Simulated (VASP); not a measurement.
# Hf (Im-3m) in VASP: a series of runs, part 3 of 3

VASP 6.6.1. Earlier steps stand in the parts before.

## Step 4: Single point, LDA (volume scaled by 1.06)

INCAR reads:

```
PREC = Accurate
ENCUT = 520
EDIFF = 1E-6
ISMEAR = -1
SIGMA = 0.05
LREAL = F
LASPH = T
NELM = 100
ALGO = Fast
ISIF = 2
LWAVE = F
LCHARG = F
NBANDS = 11
```

KPOINTS reads:

```
Automatic mesh
0
Gamma
  10 10 10
```

POSCAR reads:

```
Hf
1.0
   -1.8404011445      1.8404011445      1.8404011445
    1.8404011445     -1.8404011445      1.8404011445
    1.8404011445      1.8404011445     -1.8404011445
Hf
1
Direct
    0.0000000000      0.0000000000      0.0000000000
```

Potentials or basis: VASP PAW LDA potentials, release 64 (Hf_pv).

The run is started by

```console
$ cat potpaw_LDA.64/Hf_pv/POTCAR > POTCAR
$ mpirun -np 1 vasp_std > vasp.out
```

OUTCAR:

```text
PREC = Accurate
   ENCUT = 520
   EDIFF = 1E-6
   ISMEAR = -1
   LREAL = F
   LASPH = T
   NELM = 100
   ISIF = 2

 ion  position               nearest neighbor table
   1  0.000  0.000  0.000-

  LATTYP: Found a body centered cubic cell.
 ALAT       =     3.6808022890

  Lattice vectors:

 A1 = (  -1.8404011445,   1.8404011445,   1.8404011445)
 A2 = (   1.8404011445,  -1.8404011445,   1.8404011445)
 A3 = (   1.8404011445,   1.8404011445,  -1.8404011445)

Analysis of symmetry for initial positions (statically):
=====================================================================
 Subroutine PRICEL returns:
 Original cell was already a primitive cell.

 Routine SETGRP: Setting up the symmetry group for a
 body centered cubic supercell.

 Subroutine GETGRP returns: Found 48 space group operations
[... 9 lines left out ...]

 Routine SETGRP: Setting up the symmetry group for a
 body centered cubic supercell.

 Subroutine GETGRP returns: Found 48 space group operations
[... 11 lines left out ...]
                                     Primitive cell

  volume of cell :      24.9343

  direct lattice vectors                    reciprocal lattice vectors
    -1.840401144  1.840401144  1.840401144     0.000000000  0.271679901  0.271679901
     1.840401144 -1.840401144  1.840401144     0.271679901  0.000000000  0.271679901
     1.840401144  1.840401144 -1.840401144     0.271679901  0.271679901  0.000000000

  length of vectors
     3.187668289  3.187668289  3.187668289     0.384213400  0.384213400  0.384213400

  position of ions in fractional coordinates (direct lattice)
     0.000000000  0.000000000  0.000000000

  ion indices of the primitive-cell ions
   primitive index   ion index
                 1           1

----------------------------------------------------------------------------------------

 KPOINTS: Automatic mesh

Automatic generation of k-mesh.
 Grid dimensions read from file:
 generate k-points for:   10   10   10

 Generating k-lattice:

  Cartesian coordinates                     Fractional coordinates (reciprocal lattice)
     0.000000000  0.027167990  0.027167990     0.100000000  0.000000000  0.000000000
     0.027167990  0.000000000  0.027167990     0.000000000  0.100000000  0.000000000
     0.027167990  0.027167990  0.000000000     0.000000000  0.000000000  0.100000000

  Length of vectors
     0.038421340  0.038421340  0.038421340

  Shift w.r.t. Gamma in fractional coordinates (k-lattice)
     0.000000000  0.000000000  0.000000000

 Subroutine IBZKPT returns following result:
 ===========================================

 Found     47 irreducible k-points:

 Following reciprocal coordinates:
            Coordinates               Weight
  0.000000  0.000000  0.000000      1.000000
  0.100000  0.000000  0.000000     12.000000
  0.200000  0.000000  0.000000     12.000000
  0.300000  0.000000  0.000000     12.000000
  0.400000  0.000000  0.000000     12.000000
  0.500000  0.000000  0.000000      6.000000
[... 16 lines left out ...]
  0.300000  0.300000  0.100000      8.000000
 -0.300000  0.300000  0.100000     24.000000
 [... further k-points ...]
   k-points           NKPTS =     47   k-points in BZ     NKDIM =     47   number of bands    NBANDS=     11
   number of dos      NEDOS =    301   number of ions     NIONS =      1
   total plane-waves  NPLWV =  13824
   dimension x,y,z NGX =    24 NGY =   24 NGZ =   24
   dimension x,y,z NGXF=    48 NGYF=   48 NGZF=   48
   ions per type =               1
   NGX,Y,Z   is equivalent  to a cutoff of  12.52, 12.52, 12.52 a.u.
   NGXF,Y,Z  is equivalent  to a cutoff of  25.03, 25.03, 25.03 a.u.
 SYSTEM =  unknown system
   PREC   = accura    normal or accurate (medium, high low for compatibility)
   ISTART =      0    job   : 0-new  1-cont  2-samecut
   ICHARG =      2    charge: 1-file 2-atom 10-const
   ISPIN  =      1    spin polarized calculation?
   LNONCOLLINEAR =      F non collinear calculations
   LSORBIT =      F    spin-orbit coupling
   LASPH  =      T    aspherical Exc in radial PAW
   ENCUT  =  520.0 eV  38.22 Ry    6.18 a.u.   5.93  5.93  5.93*2*pi/ulx,y,z
   NELM   =    100;   NELMIN=  2; NELMDL= -5     # of ELM steps
   EDIFF  = 0.1E-05   stopping-criterion for ELM
   LREAL  =      F    real-space projection
   EDIFFG = 0.1E-04   stopping-criterion for IOM
   NSW    =      0    number of steps for IOM
   IBRION =     -1    ionic relax: 0-MD 1-quasi-New 2-CG
   NFREE  =      0    steps in history (QN), initial steepest desc. (CG)
   ISIF   =      2    stress and relaxation
   ISYM   =      2    0-nonsym 1-usesym 2-fastsym
   POTIM  = 0.5000    time-step for ionic-motion
   TEBEG  =    0.0;   TEEND  =   0.0 temperature during run
   PSTRESS=    0.0 pullay stress
   NELECT =      10.0000    total number of electrons
   NUPDOWN=      -1.0000    fix difference up-down
   EMIN   =  10.00;   EMAX   =-10.00  energy-range for DOS
   EFERMI =   0.00;   METHOD = LEGACY
   ISMEAR =    -1;   SIGMA  =   0.05  broadening in eV -4-tet -1-fermi 0-gaus
   EFERMI_NEDOS =   21; number of points for ismear=-14 and -15
   IALGO  =     68    algorithm
   IMIX   =      4    mixing-type and parameters
     AMIX     =   0.40;   BMIX     =  1.00
     AMIX_MAG =   1.60;   BMIX_MAG =  1.00
  volume/ion in A,a.u.               =      24.93       168.27
  Fermi-wavevector in a.u.,A,eV,Ry     =   1.207283  2.281434 19.830923  1.457532
  Thomas-Fermi vector in A             =   2.342925
   LORBIT       =      0    0 simple, 1 ext, 2 COOP (PROOUT), +10 PAW based schemes
   GGA     = CA    functional components
   LHFCALC =     F    Hartree Fock is set to
   AEXX    =    0.0000 exact exchange contribution
   IVDW    =     0    specifies the selected vdW correction
   LEPSILON=     F    determine dielectric tensor
   LRPA    =     F    only Hartree local field effects (RPA)
 non-spin polarized calculation
 RMM-DIIS sequential band-by-band and
  energy-cutoff  :      520.00
  volume of cell :       24.93
 maximum number of plane-waves:       683
   NGX = 11   NGY = 11   NGZ = 11

 number of electron      10.0000000 magnetization

 number of electron       9.9999999 magnetization

 Free energy of the ion-electron system (eV)
  ---------------------------------------------------
  ext. energy  EPLUGINS =         0.00000000
  ---------------------------------------------------
  free energy    TOTEN  =       -10.29506720 eV

  energy without entropy =      -10.27811420  energy(sigma->0) =      -10.28659070

 E-fermi :   3.7420     XC(G=0): -10.9878

 val. band max:        3.7383605338   @ k =   0.3000   0.2000   0.0000
 cond. band min:       3.7821205309   @ k =  -0.4000   0.4000   0.1000
 fundamental gap:      0.0437599971
 Fermi energy:         3.7419742779

 k-point     1 :       0.0000    0.0000    0.0000
  band No.  band energies     occupation
      1     -26.3551      2.00000
      2     -26.3551      2.00000
      3     -26.3551      2.00000
      4      -2.8863      2.00000
      5       5.0771      0.00000
      6       5.0771      0.00000
      7       5.0771      0.00000
      8       7.5616      0.00000
      9       7.5616      0.00000
     10      16.6013      0.00000
     11      16.6013      0.00000

 k-point     2 :       0.1000    0.0000    0.0000
  band No.  band energies     occupation
      1     -26.4130      2.00000
      2     -26.3738      2.00000
      3     -26.3552      2.00000
      4      -2.5610      2.00000
      5       4.8657      0.00000
      6       4.9843      0.00000
      7       5.3937      0.00000
      8       7.2673      0.00000
      9       7.5653      0.00000
     10      16.8665      0.00000
     11      17.1952      0.00000

 k-point     3 :       0.2000    0.0000    0.0000
  band No.  band energies     occupation
      1     -26.5614      2.00000
      2     -26.4224      2.00000
      3     -26.3554      2.00000
      4      -1.6632      2.00000
      5       4.3716      0.00001
      6       4.5540      0.00000
      7       6.3158      0.00000
      8       7.0345      0.00000
      9       7.6232      0.00000
     10      15.6560      0.00000
     11      16.9370      0.00000
[... 267 lines left out ...]
 k-point    23 :       0.3000    0.3000    0.1000
  band No.  band energies     occupation
      1     -26.7199      2.00000
      2     -26.7199      2.00000
      3     -26.4769      2.00000
      4       2.4775      2.00000
      5       3.2857      1.99978
      6       3.2857      1.99978
      7       8.1602      0.00000
      8       8.1602      0.00000
      9       9.1971      0.00000
     10      13.3559      0.00000
     11      13.3559      0.00000

 k-point    24 :      -0.3000    0.3000    0.1000
  band No.  band energies     occupation
      1     -26.7314      2.00000
      2     -26.5023      2.00000
      3     -26.3996      2.00000
      4      -0.1859      2.00000
      5       3.9766      0.01817
      6       4.1367      0.00074
      7       6.4093      0.00000
      8       7.6373      0.00000
      9       8.1901      0.00000
     10      14.9224      0.00000
     11      17.0182      0.00000

 [... further k-points ...]
[... 5 lines left out ...]
  --------------------------------------------------------------------------------------
  -------------------------------------------------------------------------------------
  Total       -2.5173917     -2.5173917     -2.5173917      0.0000000      0.0000000      0.0000000
  in kB     -161.7573041   -161.7573041   -161.7573041      0.0000000      0.0000000      0.0000000
  external PRESSURE =    -161.7573041 kB  Pullay stress =       0.0000000 kB

 VOLUME and BASIS-vectors are now :
 -----------------------------------------------------------------------------
  energy-cutoff  :      520.00
  volume of cell :       24.93
      direct lattice vectors                 reciprocal lattice vectors
    -1.840401144  1.840401144  1.840401144     0.000000000  0.271679901  0.271679901
     1.840401144 -1.840401144  1.840401144     0.271679901  0.000000000  0.271679901
     1.840401144  1.840401144 -1.840401144     0.271679901  0.271679901  0.000000000

 POSITION                                       TOTAL-FORCE (eV/Angst)
 -----------------------------------------------------------------------------------
      0.00000      0.00000      0.00000        -0.000000      0.000000     -0.000000
 -----------------------------------------------------------------------------------
    total drift:                                0.000000      0.000000      0.000000

  FREE ENERGIE OF THE ION-ELECTRON SYSTEM (eV)
  ---------------------------------------------------
  free  energy   TOTEN  =       -10.2950672003 eV

  energy  without entropy=      -10.2781142029  energy(sigma->0) =      -10.28659070
```

OSZICAR:

```text
N       E                     dE             d eps       ncg     rms          rms(c)
DAV:   1     0.115880654398E+02    0.11588E+02   -0.55140E+03  1050   0.820E+02
DAV:   2    -0.102582849182E+02   -0.21846E+02   -0.21252E+02  1313   0.151E+02
DAV:   3    -0.107454911961E+02   -0.48721E+00   -0.46103E+00  1271   0.147E+01
DAV:   4    -0.107480927813E+02   -0.26016E-02   -0.26012E-02  1199   0.130E+00
DAV:   5    -0.107481126494E+02   -0.19868E-04   -0.19868E-04  1325   0.959E-02    0.421E+01
RMM:   6    -0.104002176869E+02    0.34789E+00   -0.23333E-01  1055   0.301E+00    0.234E+01
RMM:   7    -0.102992250095E+02    0.10099E+00   -0.38127E-01  1128   0.395E+00    0.107E+00
RMM:   8    -0.102948822942E+02    0.43427E-02   -0.25080E-02  1124   0.122E+00    0.629E-01
RMM:   9    -0.102950399403E+02   -0.15765E-03   -0.37214E-03  1300   0.453E-01    0.954E-02
RMM:  10    -0.102950579771E+02   -0.18037E-04   -0.50768E-04  1284   0.169E-01    0.109E-01
RMM:  11    -0.102950679195E+02   -0.99424E-05   -0.10019E-04  1376   0.811E-02    0.269E-02
RMM:  12    -0.102950670452E+02    0.87431E-06   -0.11349E-05  1251   0.277E-02    0.725E-03
RMM:  13    -0.102950672003E+02   -0.15515E-06   -0.36449E-06  1145   0.153E-02
   1 F= -.10295067E+02 E0= -.10286591E+02  d E =-.169530E-01
```

It took 16 s on 1 thread of Intel Xeon Platinum 8259CL at 2.50GHz (Skylake/Cascade Lake), shared host; peak memory 0.13 GiB.

Results:

* Free energy: -10.2951 eV
* Pressure: -16.2 GPa
* Band gap on the k mesh: zero (band 5 reaches 5.08 eV, above the bottom of band 6 at 3.08 eV)

Levels at points of the mesh, in eV from the Fermi level:
| k point | band 3 | band 4 | band 5 | band 6 | band 7 | band 8 |
| --- | --- | --- | --- | --- | --- | --- |
| (0.00, 0.00, 0.00) | -30.10 | -6.63 | 1.34 | 1.34 | 1.34 | 3.82 |
| (0.50, 0.00, 0.00) | -30.10 | -3.07 | -0.40 | 0.85 | 3.59 | 4.47 |
| (0.50, 0.50, 0.50) | -30.51 | -2.15 | -2.15 | 5.89 | 5.89 | 5.89 |

Caveat: the cell differs from its parent crystal (volume scaled by 1.06); spin-orbit coupling is left out, which moves the levels of the heavy elements.

## Step 5: Single point, PBEsol

This run uses another cell than the first one, of 17.28 Å³/atom, 0.720 times its volume.

INCAR reads:

```
PREC = Accurate
ENCUT = 520
EDIFF = 1E-6
ISMEAR = -1
SIGMA = 0.05
LREAL = False
LASPH = True
NELM = 100
ALGO = Normal
ISIF = 2
LWAVE = False
LCHARG = False
GGA = PS
NBANDS = 11
```

KPOINTS reads:

```
regular mesh
0
Gamma
  10 10 10
```

POSCAR reads:

```
Hf
1.0
   -1.6285853958      1.6285853958      1.6285853958
    1.6285853958     -1.6285853958      1.6285853958
    1.6285853958      1.6285853958     -1.6285853958
Hf
1
Direct
    0.0000000000      0.0000000000      0.0000000000
```

Potentials or basis: VASP PAW PBE potentials, release 64 (Hf_pv).

The run is started by

```console
$ cat potpaw_PBE.64/Hf_pv/POTCAR > POTCAR
$ mpirun -np 1 vasp_std > vasp.out
```

Run time: 9.8 s. Hardware: 1 thread of AMD EPYC 7R43 (Zen 3), shared host; peak memory 0.11 GiB.

It converged, with:

| Quantity | Value |
| --- | --- |
| Free energy | -10.0233 eV |
| Pressure | 29.8 GPa |
| Band gap on the k mesh | zero (band 5 reaches 7.95 eV, above the bottom of band 6 at 5.44 eV) |

Levels at points of the mesh, in eV from the Fermi level:
| k point | band 2 | band 3 | band 4 | band 5 | band 6 | band 7 | band 8 | band 9 |
| --- | --- | --- | --- | --- | --- | --- | --- | --- |
| (0.00, 0.00, 0.00) | -28.79 | -28.79 | -7.81 | 1.63 | 1.63 | 1.63 | 5.24 | 5.24 |
| (0.50, 0.00, 0.00) | -29.37 | -28.81 | -4.32 | -1.12 | 2.46 | 5.27 | 6.56 | 10.17 |
| (0.50, 0.50, 0.50) | -30.05 | -30.05 | -3.93 | -3.93 | 8.91 | 8.91 | 8.91 | 9.66 |

Caveat: the PAW data sets were made with another functional, which shifts forces and pressure a little; spin-orbit coupling is left out, which moves the levels of the heavy elements.

## Step 6: Summary

```tsv
level	potentials or basis	cell	gap on the mesh (eV)	pressure (GPa)
LDA	VASP PAW LDA potentials, release 64 (Hf_pv)	a = 3.147 Å, angles 109.5°, 1 atom	none	-13.9
PBEsol	VASP PAW PBE potentials, release 64 (Hf_pv)	a = 3.147 Å, angles 109.5°, 1 atom	none	-10.8
LDA	VASP PAW LDA potentials, release 64 (Hf_pv)	a = 3.188 Å, angles 109.5°, 1 atom	none	-16.2
PBEsol	VASP PAW PBE potentials, release 64 (Hf_pv)	a = 2.821 Å, angles 109.5°, 1 atom	none	29.8
```

Alike in all rows: task single point; no spin polarisation; k mesh 10 × 10 × 10; cutoff (eV) 520; smearing fermi-dirac 0.05 eV.

Caveats: spin-orbit coupling is left out, which moves the levels of the heavy elements; the PAW data sets were made with another functional, which shifts forces and pressure a little (some runs).

Total energies depend on the potentials used, so only differences within one code and one set of settings carry meaning.
